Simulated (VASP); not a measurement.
Write the native input for VASP 6.6.1 that does the following.

| Property | Result |
| --- | --- |
| Task | single point |
| Functional | PBE |
| Potentials or basis | VASP PAW PBE potentials, release 64 (Cd, S) |
| Cutoff | 520 eV |
| k mesh | 10 × 10 × 5 |
| Occupations | fermi-dirac, width 0.1 eV |
| Spin | no spin polarisation |
| Dipole correction | no |
| Further INCAR settings | ALGO = Normal; EDIFF = 1e-06; NBANDS = 26 |

The structure of CdS (wurtzite type) lies in POSCAR:

```
CdS
1.0
    3.5612518533      0.0000000000      0.0000000000
   -1.7806259267      3.0841345743      0.0000000000
    0.0000000000      0.0000000000      6.8274952522
Cd S
2 2
Direct
    0.3333333333      0.6666666667      0.0214388123
    0.6666666667      0.3333333333      0.5214388123
    0.3333333333      0.6666666667      0.3545611877
    0.6666666667      0.3333333333      0.8545611877
```

These files were run (other wordings do the same):

INCAR

```
ALGO = Normal
EDIFF = 1E-6
ENCUT = 520
GGA = PE
ISIF = 2
ISMEAR = -1
LASPH = T
LCHARG = F
LREAL = F
LWAVE = F
NBANDS = 26
NELM = 60
PREC = Accurate
SIGMA = 0.1
```

KPOINTS

```
k-points
0
Gamma
  10 10 5
```

Potentials or basis: VASP PAW PBE potentials, release 64 (Cd, S).

Run with:

```bash
$ cat potpaw_PBE.64/Cd/POTCAR potpaw_PBE.64/S/POTCAR > POTCAR
$ mpirun -np 1 vasp_std > vasp.out
```

Results of the run:

The pressure is 33.6 GPa and the largest force is 0.008 eV/Å. The band gap on the k mesh is 0.99 eV.

Caveat: the cell stands under pressure.

Wall time 2.2 min on 1 thread of AMD EPYC 7R13, with other jobs on the host, peak memory 0.23 GiB.
